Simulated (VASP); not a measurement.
# Zr: single point with LDA

Zr:

```
Zr
1.0
     3.18832    0.00000    0.00000
    -1.59416    2.76117    0.00000
     0.00000    0.00000    5.07744
Zr
2
Direct
  0.66667 0.33333 0.75000
  0.33333 0.66667 0.25000
```

This cell differs from its parent crystal: volume scaled by 0.96.

```json
{"Program": "VASP 6.6.1", "Task": "single point", "Functional": "LDA", "Potentials or basis": "VASP PAW LDA potentials, release 64 (Zr_sv)", "Cutoff": "520 eV", "k mesh": "9 × 9 × 5", "Occupations": "fermi-dirac, width 0.05 eV", "Spin": "no spin polarisation"}
```

* Pressure: -2.3 GPa
* Band gap on the k mesh: zero (band 12 reaches 10.09 eV, above the bottom of band 13 at 9.04 eV)

Stress tensor (GPa, compression positive):
```
-2.74  0.00  0.00
 0.00 -2.74  0.00
 0.00  0.00 -1.45
```

Levels at points of the mesh, in eV from the Fermi level:
| k point | band 8 | band 9 | band 10 | band 11 | band 12 | band 13 | band 14 | band 15 | band 16 | band 17 |
| --- | --- | --- | --- | --- | --- | --- | --- | --- | --- | --- |
| (0.00, 0.00, 0.00) | -26.08 | -5.71 | -3.16 | 0.82 | 0.82 | 0.99 | 1.41 | 1.55 | 1.55 | 2.15 |

It took 69 s on 1 thread of Intel Xeon 8259CL, with other jobs on the host, peak memory 0.12 GiB.
